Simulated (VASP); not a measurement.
Here is a VASP 6.6.1 calculation.

File INCAR:

```
ALGO = Normal ; EDIFF = 1E-7
ENCUT = 520 ; GGA = PS
ISIF = 2 ; ISMEAR = -1
LASPH = True ; LCHARG = True
LELF = True ; LREAL = False
LVHAR = True ; LWAVE = False
NBANDS = 31 ; NELM = 80
PREC = Accurate ; SIGMA = 0.02
```

KPOINTS

```
k-points
0
Gamma
  6 6 8
```

Contents of POSCAR:

```
HfO2
1.0
    4.8301293324      0.0000000000      0.0000000000
    0.0000000000      4.8301293324      0.0000000000
    0.0000000000      0.0000000000      3.2097109794
Hf O
2 4
Direct
    0.0000000000      0.0000000000      0.0000000000
    0.5000000000      0.5000000000      0.5000000000
    0.1949696159      0.8050303841      0.5000000000
    0.3050303841      0.3050303841      0.0000000000
    0.6949696159      0.6949696159      0.0000000000
    0.8050303841      0.1949696159      0.5000000000
```

Potentials or basis: VASP PAW PBE potentials, release 64 (Hf_pv, O).

The run is started by

```bash
$ cat potpaw_PBE.64/Hf_pv/POTCAR potpaw_PBE.64/O/POTCAR > POTCAR
$ mpirun -np 1 vasp_std > vasp.out
```

Problem. Predict the largest force.

Solution. 0.047 eV/Å.

Problem. Estimate the band gap on the k mesh.

Solution. 3.84 eV, direct.

Problem. Predict the pressure.

Solution. -2.7 GPa.

Forces on the atoms (eV/Å):
```
Hf   0.000  0.000  0.000
Hf   0.000  0.000  0.000
O   -0.033  0.033  0.000
O    0.033  0.033  0.000
O   -0.033 -0.033  0.000
O    0.033 -0.033  0.000
```

Caveat: the PAW data sets were made with another functional, which shifts forces and pressure a little; spin-orbit coupling is left out, which moves the levels of the heavy elements. PBEsol gaps usually lie below the measured ones, often by a third to a half.
